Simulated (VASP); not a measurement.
WS3: single point with LDA

WS3:

```
W S
1.0
     4.60877    0.00000    0.00000
     0.00000    4.60877    0.00000
     0.00000    0.00000    4.60877
W S
1 3
Direct
  0.00000 0.00000 0.00000
  0.00000 0.00000 0.50000
  0.00000 0.50000 0.00000
  0.50000 0.00000 0.00000
```

```
Program             : VASP 6.6.1
Task                : single point
Functional          : LDA
Potentials or basis : VASP PAW LDA potentials, release 64 (W_sv, S)
Cutoff              : 520 eV
k mesh              : 10 × 10 × 10
Occupations         : gaussian, width 0.1 eV
Spin                : no spin polarisation
```

* Pressure: 0.2 GPa
* Band gap on the k mesh: zero (bands 16 and 17 overlap by 1.31 eV)

Levels at points of the mesh, in eV from the Fermi level:
| k point | band 14 | band 15 | band 16 | band 17 | band 18 | band 19 |
| --- | --- | --- | --- | --- | --- | --- |
| (0.00, 0.00, 0.00) | -1.18 | -1.18 | -1.18 | -0.51 | -0.51 | -0.51 |
| (0.50, 0.00, 0.00) | -1.67 | -1.66 | -0.73 | -0.73 | 1.23 | 1.97 |
| (0.50, 0.50, 0.00) | -2.06 | -2.06 | 0.39 | 1.99 | 1.99 | 2.02 |
| (0.50, 0.50, 0.50) | 0.42 | 0.42 | 0.42 | 2.28 | 2.28 | 2.28 |

Wall time 3.6 min on 1 thread of Intel Xeon 8259CL, on a shared host, peak memory 0.25 GiB.

Caveat: spin-orbit coupling is left out, which moves the levels of the heavy elements.
